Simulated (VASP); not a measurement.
# SO (rock salt type) (Fm-3m) in VASP: a series of runs, part 2 of 2

VASP 6.6.1.

## 5. Single point, PBE

This run uses another cell than the first one, of 13.08 Å³/atom, 1.060 times its volume.

The input, INCAR:

```
ALGO = Normal
EDIFF = 1E-6
ENCUT = 520
GGA = PE
ISIF = 2
ISMEAR = -1
LASPH = True
LCHARG = False
LREAL = False
LWAVE = False
NBANDS = 13
NELM = 100
PREC = Accurate
SIGMA = 0.06122561905347299
```

The input, KPOINTS:

```
k-points
0
Gamma
  14 14 14
```

The input, POSCAR:

```
SO
1.0
    0.0000000000      2.3563252757      2.3563252757
    2.3563252757      0.0000000000      2.3563252757
    2.3563252757      2.3563252757      0.0000000000
S O
1 1
Direct
    0.0000000000      0.0000000000      0.0000000000
    0.5000000000      0.5000000000      0.5000000000
```

Potentials or basis: VASP PAW PBE potentials, release 64 (S, O).

Command:

```
$ cat potpaw_PBE.64/S/POTCAR potpaw_PBE.64/O/POTCAR > POTCAR
$ mpirun -np 1 vasp_std > vasp.out
```

OUTCAR:

```text
EDIFF = 1E-6
   ENCUT = 520
   GGA = PE
   ISIF = 2
   ISMEAR = -1
   LASPH = True
   LREAL = False
   NELM = 100
   PREC = Accurate

 ion  position               nearest neighbor table
   1  0.000  0.000  0.000-   2 2.36   2 2.36   2 2.36   2 2.36   2 2.36   2 2.36
   2  0.500  0.500  0.500-   1 2.36   1 2.36   1 2.36   1 2.36   1 2.36   1 2.36

  LATTYP: Found a face centered cubic cell.
 ALAT       =     4.7126505514

  Lattice vectors:

 A1 = (   0.0000000000,   2.3563252757,   2.3563252757)
 A2 = (   2.3563252757,   0.0000000000,   2.3563252757)
 A3 = (   2.3563252757,   2.3563252757,   0.0000000000)

Analysis of symmetry for initial positions (statically):
=====================================================================
 Subroutine PRICEL returns:
 Original cell was already a primitive cell.

 Routine SETGRP: Setting up the symmetry group for a
 face centered cubic supercell.

 Subroutine GETGRP returns: Found 48 space group operations
 (whereof 48 operations were pure point group operations)
 out of a pool of 48 trial point group operations.

The static configuration has the point symmetry O_h .

Analysis of symmetry for dynamics (positions and initial velocities):
=====================================================================
 Subroutine PRICEL returns:
 Original cell was already a primitive cell.

 Routine SETGRP: Setting up the symmetry group for a
 face centered cubic supercell.

 Subroutine GETGRP returns: Found 48 space group operations
 (whereof 48 operations were pure point group operations)
 out of a pool of 48 trial point group operations.

The dynamic configuration has the point symmetry O_h .

 Subroutine INISYM returns: Found 48 space group operations
 (whereof 48 operations are pure point group operations),
 and found     1 'primitive' translations

----------------------------------------------------------------------------------------

                                     Primitive cell

  volume of cell :      26.1659

  direct lattice vectors                    reciprocal lattice vectors
     0.000000000  2.356325276  2.356325276    -0.212194812  0.212194812  0.212194812
     2.356325276  0.000000000  2.356325276     0.212194812 -0.212194812  0.212194812
     2.356325276  2.356325276  0.000000000     0.212194812  0.212194812 -0.212194812

  length of vectors
     3.332347162  3.332347162  3.332347162     0.367532196  0.367532196  0.367532196

  position of ions in fractional coordinates (direct lattice)
     0.000000000  0.000000000  0.000000000
     0.500000000  0.500000000  0.500000000

  ion indices of the primitive-cell ions
   primitive index   ion index
                 1           1
                 2           2

----------------------------------------------------------------------------------------

 KPOINTS: k-points

Automatic generation of k-mesh.
 Grid dimensions read from file:
 generate k-points for:   14   14   14

 Generating k-lattice:

  Cartesian coordinates                     Fractional coordinates (reciprocal lattice)
    -0.015156772  0.015156772  0.015156772     0.071428571  0.000000000  0.000000000
     0.015156772 -0.015156772  0.015156772     0.000000000  0.071428571  0.000000000
     0.015156772  0.015156772 -0.015156772     0.000000000  0.000000000  0.071428571

  Length of vectors
[... 38 lines left out ...]
   number of dos      NEDOS =    301   number of ions     NIONS =      2
   total plane-waves  NPLWV =  21952
   dimension x,y,z NGX =    28 NGY =   28 NGZ =   28
   dimension x,y,z NGXF=    56 NGYF=   56 NGZF=   56
   ions per type =               1   1
   NGX,Y,Z   is equivalent  to a cutoff of  13.97, 13.97, 13.97 a.u.
   NGXF,Y,Z  is equivalent  to a cutoff of  27.94, 27.94, 27.94 a.u.
 SYSTEM =  unknown system
   PREC   = accura    normal or accurate (medium, high low for compatibility)
   ISTART =      0    job   : 0-new  1-cont  2-samecut
   ICHARG =      2    charge: 1-file 2-atom 10-const
   ISPIN  =      1    spin polarized calculation?
   LNONCOLLINEAR =      F non collinear calculations
   LSORBIT =      F    spin-orbit coupling
   LASPH  =      T    aspherical Exc in radial PAW
   ENCUT  =  520.0 eV  38.22 Ry    6.18 a.u.   6.20  6.20  6.20*2*pi/ulx,y,z
   NELM   =    100;   NELMIN=  2; NELMDL= -5     # of ELM steps
   EDIFF  = 0.1E-05   stopping-criterion for ELM
   LREAL  =      F    real-space projection
   EDIFFG = 0.1E-04   stopping-criterion for IOM
   NSW    =      0    number of steps for IOM
   IBRION =     -1    ionic relax: 0-MD 1-quasi-New 2-CG
   NFREE  =      0    steps in history (QN), initial steepest desc. (CG)
   ISIF   =      2    stress and relaxation
   ISYM   =      2    0-nonsym 1-usesym 2-fastsym
   POTIM  = 0.5000    time-step for ionic-motion
   TEBEG  =    0.0;   TEEND  =   0.0 temperature during run
   PSTRESS=    0.0 pullay stress
   NELECT =      12.0000    total number of electrons
   NUPDOWN=      -1.0000    fix difference up-down
   EMIN   =  10.00;   EMAX   =-10.00  energy-range for DOS
   EFERMI =   0.00;   METHOD = LEGACY
   ISMEAR =    -1;   SIGMA  =   0.06  broadening in eV -4-tet -1-fermi 0-gaus
   EFERMI_NEDOS =   21; number of points for ismear=-14 and -15
   IALGO  =     38    algorithm
   IMIX   =      4    mixing-type and parameters
     AMIX     =   0.40;   BMIX     =  1.00
     AMIX_MAG =   1.60;   BMIX_MAG =  1.00
  volume/ion in A,a.u.               =      13.08        88.29
  Fermi-wavevector in a.u.,A,eV,Ry     =   1.262477  2.385735 21.685607  1.593847
  Thomas-Fermi vector in A             =   2.395883
   LORBIT       =      0    0 simple, 1 ext, 2 COOP (PROOUT), +10 PAW based schemes
   GGA     = PE    functional components
   LHFCALC =     F    Hartree Fock is set to
   AEXX    =    0.0000 exact exchange contribution
   IVDW    =     0    specifies the selected vdW correction
   LEPSILON=     F    determine dielectric tensor
   LRPA    =     F    only Hartree local field effects (RPA)
 non-spin polarized calculation
  energy-cutoff  :      520.00
  volume of cell :       26.17
 maximum number of plane-waves:       725
 NGX is ok and might be reduce to    28
   NGX = 13   NGY = 13   NGZ = 13

 number of electron      11.9999999 magnetization

 Free energy of the ion-electron system (eV)
  ---------------------------------------------------
  ext. energy  EPLUGINS =         0.00000000
  ---------------------------------------------------
  free energy    TOTEN  =        -7.06798857 eV

  energy without entropy =       -7.05352482  energy(sigma->0) =       -7.06075669

 E-fermi :   5.1306     XC(G=0): -10.8132

 val. band max:        5.0950547040   @ k =   0.5000   0.1429   0.0000
 cond. band min:       5.1551426424   @ k =   0.5000   0.2857   0.0714
 fundamental gap:      0.0600879383
 Fermi energy:         5.1305774312

 k-point     1 :       0.0000    0.0000    0.0000
  band No.  band energies     occupation
      1     -14.5850      2.00000
      2      -6.1038      2.00000
      3       1.3511      2.00000
      4       1.3511      2.00000
      5       1.3511      2.00000
      6       6.6658      0.00000
      7       6.6658      0.00000
      8       6.6658      0.00000
      9      14.9027      0.00000
     10      14.9027      0.00000
     11      14.9027      0.00000
     12      17.2203      0.00000
     13      17.9233      0.00000
[... 354 lines left out ...]
  band No.  band energies     occupation
      1     -13.9380      2.00000
      2      -7.0113      2.00000
      3       0.7959      2.00000
      4       0.8244      2.00000
      5       2.2209      2.00000
      6       3.9950      2.00000
      7       6.2466      0.00000
      8       6.3257      0.00000
      9      13.3051      0.00000
     10      16.9953      0.00000
     11      17.5397      0.00000
     12      19.0482      0.00000
     13      19.5421      0.00000

 [... further k-points ...]

------------------------ aborting loop because EDIFF is reached ----------------------------------------

  FORCE on cell =-STRESS in cart. coord.  units (eV):
  Direction    XX          YY          ZZ          XY          YZ          ZX
  --------------------------------------------------------------------------------------
  -------------------------------------------------------------------------------------
  Total       -1.1114317     -1.1114317     -1.1114317     -0.0000000      0.0000000     -0.0000000
  in kB      -68.0546224    -68.0546224    -68.0546224     -0.0000000      0.0000000     -0.0000000
  external PRESSURE =     -68.0546224 kB  Pullay stress =       0.0000000 kB

 VOLUME and BASIS-vectors are now :
 -----------------------------------------------------------------------------
  energy-cutoff  :      520.00
  volume of cell :       26.17
      direct lattice vectors                 reciprocal lattice vectors
     0.000000000  2.356325276  2.356325276    -0.212194812  0.212194812  0.212194812
     2.356325276  0.000000000  2.356325276     0.212194812 -0.212194812  0.212194812
     2.356325276  2.356325276  0.000000000     0.212194812  0.212194812 -0.212194812

 POSITION                                       TOTAL-FORCE (eV/Angst)
 -----------------------------------------------------------------------------------
      0.00000      0.00000      0.00000         0.000000      0.000000      0.000000
      2.35633      2.35633      2.35633        -0.000000     -0.000000     -0.000000
 -----------------------------------------------------------------------------------
    total drift:                                0.000000      0.000000      0.000000

  FREE ENERGIE OF THE ION-ELECTRON SYSTEM (eV)
  ---------------------------------------------------
  free  energy   TOTEN  =        -7.0679885662 eV

  energy  without entropy=       -7.0535248205  energy(sigma->0) =       -7.06075669
```

Wall time 31 s (1 thread of AMD EPYC 7R13 (Zen 3), shared host); peak memory 0.14 GiB.

What came out:

| Item | Value |
| --- | --- |
| Free energy | -7.0680 eV |
| Pressure | -6.8 GPa |
| Band gap on the k mesh | zero (band 6 reaches 7.16 eV, above the bottom of band 7 at 4.35 eV) |

Levels at points of the mesh, in eV from the Fermi level:
| k point | band 3 | band 4 | band 5 | band 6 | band 7 | band 8 | band 9 | band 10 |
| --- | --- | --- | --- | --- | --- | --- | --- | --- |
| (0.00, 0.00, 0.00) | -3.78 | -3.78 | -3.78 | 1.54 | 1.54 | 1.54 | 9.77 | 9.77 |
| (0.50, 0.00, 0.00) | -3.38 | -3.38 | -2.73 | -1.98 | -0.78 | -0.78 | 9.48 | 13.26 |
| (0.50, 0.50, 0.00) | -7.64 | -5.38 | -5.38 | 2.03 | 2.03 | 2.23 | 5.66 | 12.95 |

## 6. Single point, r2SCAN

This run uses another cell than the first one, of 11.36 Å³/atom, 0.920 times its volume.

The input, POSCAR:

```
SO
1.0
    0.0000000000      2.2476528185      2.2476528185
    2.2476528185      0.0000000000      2.2476528185
    2.2476528185      2.2476528185      0.0000000000
S O
1 1
Direct
    0.0000000000      0.0000000000      0.0000000000
    0.5000000000      0.5000000000      0.5000000000
```

The input, INCAR.step1:

```
  PREC = Accurate
  ENCUT = 520
  ISMEAR = -1
  SIGMA = 0.1
  LREAL = False
  LASPH = True
  NELM = 80
  NBANDS = 13
  GGA = PE
  ALGO = Normal
  EDIFF = 1E-4
  LWAVE = True
  LCHARG = False
```

The input, INCAR.step2:

```
  PREC = Accurate
  ENCUT = 520
  EDIFF = 1E-7
  ISMEAR = -1
  SIGMA = 0.1
  LREAL = False
  LASPH = True
  NELM = 80
  ALGO = Normal
  ISIF = 2
  LWAVE = False
  LCHARG = False
  METAGGA = R2SCAN
  LMIXTAU = True
  NBANDS = 13
  ISTART = 1
```

The input, KPOINTS:

```
regular mesh
0
Gamma
  13 13 13
```

Potentials or basis: VASP PAW PBE potentials, release 64 (S, O).

Command:

```
$ cat potpaw_PBE.64/S/POTCAR potpaw_PBE.64/O/POTCAR > POTCAR
$ cp INCAR.step1 INCAR
$ mpirun -np 1 vasp_std > vasp.out
$ cp INCAR.step2 INCAR
$ mpirun -np 1 vasp_std > vasp.out
```

Wall time 74 s (1 thread of AMD EPYC 7R13 (Zen 3), shared host); peak memory 0.12 GiB.

The run converged. Its results:

```
Free energy            : -11.6086 eV
Pressure               : 10.9 GPa
Band gap on the k mesh : zero (band 6 reaches 9.67 eV, above the bottom of band 7 at 6.15 eV)
```

Levels at points of the mesh, in eV from the Fermi level:
```tsv
k point	band 4	band 5	band 6	band 7	band 8	band 9
(0.00, 0.00, 0.00)	-4.92	-4.92	1.95	1.95	1.95	9.90
```

Caveat: the PAW data sets were made with another functional, which shifts forces and pressure a little.

## 7. Single point, r2SCAN

This run uses another cell than the first one, of 11.73 Å³/atom, 0.950 times its volume.

The input, POSCAR:

```
SO
1.0
    0.0000000000      2.2718229815      2.2718229815
    2.2718229815      0.0000000000      2.2718229815
    2.2718229815      2.2718229815      0.0000000000
S O
1 1
Direct
    0.0000000000      0.0000000000      0.0000000000
    0.5000000000      0.5000000000      0.5000000000
```

The input, INCAR.step1:

```
SYSTEM = SO
  PREC = Accurate
  ENCUT = 520
  ISMEAR = -1
  SIGMA = 0.1
  LREAL = .FALSE.
  LASPH = .TRUE.
  NELM = 60
  NBANDS = 13
  GGA = PE
  ALGO = Normal
  EDIFF = 1E-4
  LWAVE = .TRUE.
  LCHARG = .FALSE.
```

The input, INCAR.step2:

```
SYSTEM = SO
  PREC = Accurate
  ENCUT = 520
  EDIFF = 1E-6
  ISMEAR = -1
  SIGMA = 0.1
  LREAL = .FALSE.
  LASPH = .TRUE.
  NELM = 60
  ALGO = Normal
  ISIF = 2
  LWAVE = .FALSE.
  LCHARG = .FALSE.
  METAGGA = R2SCAN
  LMIXTAU = .TRUE.
  NBANDS = 13
  ISTART = 1
```

The input, KPOINTS:

```
regular mesh
0
G
  13 13 13
  0 0 0
```

Potentials or basis: VASP PAW PBE potentials, release 64 (S, O).

Command:

```
$ cat potpaw_PBE.64/S/POTCAR potpaw_PBE.64/O/POTCAR > POTCAR
$ cp INCAR.step1 INCAR
$ mpirun -np 1 vasp_std > vasp.out
$ cp INCAR.step2 INCAR
$ mpirun -np 1 vasp_std > vasp.out
```

OUTCAR:

```text
SYSTEM = SO
   PREC = Accurate
   ENCUT = 520
   EDIFF = 1E-6
   ISMEAR = -1
   LREAL = .FALSE.
   LASPH = .TRUE.
   NELM = 60
   ISIF = 2
   METAGGA = R2SCAN
   ISTART = 1

 ion  position               nearest neighbor table
   1  0.000  0.000  0.000-   2 2.27   2 2.27   2 2.27   2 2.27   2 2.27   2 2.27
   2  0.500  0.500  0.500-   1 2.27   1 2.27   1 2.27   1 2.27   1 2.27   1 2.27

  LATTYP: Found a face centered cubic cell.
 ALAT       =     4.5436459630

  Lattice vectors:

 A1 = (   0.0000000000,   2.2718229815,   2.2718229815)
 A2 = (   2.2718229815,   0.0000000000,   2.2718229815)
 A3 = (   2.2718229815,   2.2718229815,   0.0000000000)

Analysis of symmetry for initial positions (statically):
=====================================================================
 Subroutine PRICEL returns:
 Original cell was already a primitive cell.

 Routine SETGRP: Setting up the symmetry group for a
 face centered cubic supercell.

 Subroutine GETGRP returns: Found 48 space group operations
 (whereof 48 operations were pure point group operations)
 out of a pool of 48 trial point group operations.
[... 174 lines left out ...]
      4       1.9057      2.00000
      5       1.9057      2.00000
      6       8.4814      0.00000
      7       8.4814      0.00000
      8       8.4814      0.00000
      9      16.6304      0.00000
     10      16.6304      0.00000
     11      16.6304      0.00000
     12      19.9955      0.00000
     13      19.9955      0.00000
[... 354 lines left out ...]
  band No.  band energies     occupation
      1     -13.9432      2.00000
      2      -7.5185      2.00000
      3       0.7565      2.00000
      4       1.4287      2.00000
      5       2.4325      2.00000
      6       5.5669      1.99994
      7       6.8837      0.12840
      8       7.2876      0.00242
      9      16.0986      0.00000
     10      19.7024      0.00000
     11      21.3068      0.00000
     12      23.7953      0.00000
     13      25.2893      0.00000

 [... further k-points ...]

------------------------ aborting loop because EDIFF is reached ----------------------------------------

  FORCE on cell =-STRESS in cart. coord.  units (eV):
  Direction    XX          YY          ZZ          XY          YZ          ZX
  --------------------------------------------------------------------------------------
  -------------------------------------------------------------------------------------
  Total        0.7698666      0.7698666      0.7698666     -0.0000000      0.0000000      0.0000000
  in kB       52.5984068     52.5984068     52.5984068     -0.0000000      0.0000000      0.0000000
  external PRESSURE =      52.5984068 kB  Pullay stress =       0.0000000 kB

 VOLUME and BASIS-vectors are now :
 -----------------------------------------------------------------------------
  energy-cutoff  :      520.00
  volume of cell :       23.45
      direct lattice vectors                 reciprocal lattice vectors
     0.000000000  2.271822982  2.271822982    -0.220087570  0.220087570  0.220087570
     2.271822982  0.000000000  2.271822982     0.220087570 -0.220087570  0.220087570
     2.271822982  2.271822982  0.000000000     0.220087570  0.220087570 -0.220087570

 POSITION                                       TOTAL-FORCE (eV/Angst)
 -----------------------------------------------------------------------------------
      0.00000      0.00000      0.00000         0.000000      0.000000      0.000000
      2.27182      2.27182      2.27182        -0.000000     -0.000000     -0.000000
 -----------------------------------------------------------------------------------
    total drift:                                0.000000     -0.000000      0.000000

  FREE ENERGIE OF THE ION-ELECTRON SYSTEM (eV)
  ---------------------------------------------------
  free  energy   TOTEN  =       -11.6464727066 eV

  energy  without entropy=      -11.6081870470  energy(sigma->0) =      -11.62732988
```

OUTCAR.step1:

```text
SYSTEM = SO
   PREC = Accurate
   ENCUT = 520
   ISMEAR = -1
   LREAL = .FALSE.
   LASPH = .TRUE.
[... 604 lines left out ...]
      0.00000      0.00000      0.00000        -0.000000     -0.000000     -0.000000
      2.27182      2.27182      2.27182         0.000000      0.000000      0.000000
 -----------------------------------------------------------------------------------
    total drift:                                0.000000     -0.000000      0.000000

  FREE ENERGIE OF THE ION-ELECTRON SYSTEM (eV)
  ---------------------------------------------------
  free  energy   TOTEN  =        -7.0838355752 eV

  energy  without entropy=       -7.0432321257  energy(sigma->0) =       -7.06353385
```

Run time: 72 s. Hardware: 1 thread of AMD EPYC 7R13 (Zen 3), shared host; peak memory 0.12 GiB.

What came out:

| Property | Result |
| --- | --- |
| Free energy | -11.6465 eV |
| Pressure | 5.3 GPa |
| Band gap on the k mesh | zero (band 6 reaches 9.05 eV, above the bottom of band 7 at 5.67 eV) |

Caveat: the PAW data sets were made with another functional, which shifts forces and pressure a little.

## 8. Summary

| level | cell | k mesh | smearing | gap on the mesh (eV) | pressure (GPa) |
| --- | --- | --- | --- | --- | --- |
| PBE | a = 3.268 Å, angles 60.0°, 2 atoms | 14 × 14 × 14 | fermi-dirac 0.0612256 eV | none | -0.3 |
| PBE | a = 3.290 Å, angles 60.0°, 2 atoms | 14 × 14 × 14 | fermi-dirac 0.0612256 eV | none | -2.7 |
| PBE | a = 3.311 Å, angles 60.0°, 2 atoms | 14 × 14 × 14 | fermi-dirac 0.0612256 eV | none | -4.9 |
| PBE | a = 3.332 Å, angles 60.0°, 2 atoms | 14 × 14 × 14 | fermi-dirac 0.0612256 eV | none | -6.8 |
| r2SCAN | a = 3.179 Å, angles 60.0°, 2 atoms | 13 × 13 × 13 | fermi-dirac 0.1 eV | none | 10.9 |
| r2SCAN | a = 3.213 Å, angles 60.0°, 2 atoms | 13 × 13 × 13 | fermi-dirac 0.1 eV | none | 5.3 |

Alike in all rows: task single point; potentials or basis VASP PAW PBE potentials, release 64 (S, O); no spin polarisation; cutoff (eV) 520.

Caveats: the PAW data sets were made with another functional, which shifts forces and pressure a little (some runs).

Absolute energies hang on the potentials; compare differences alone.
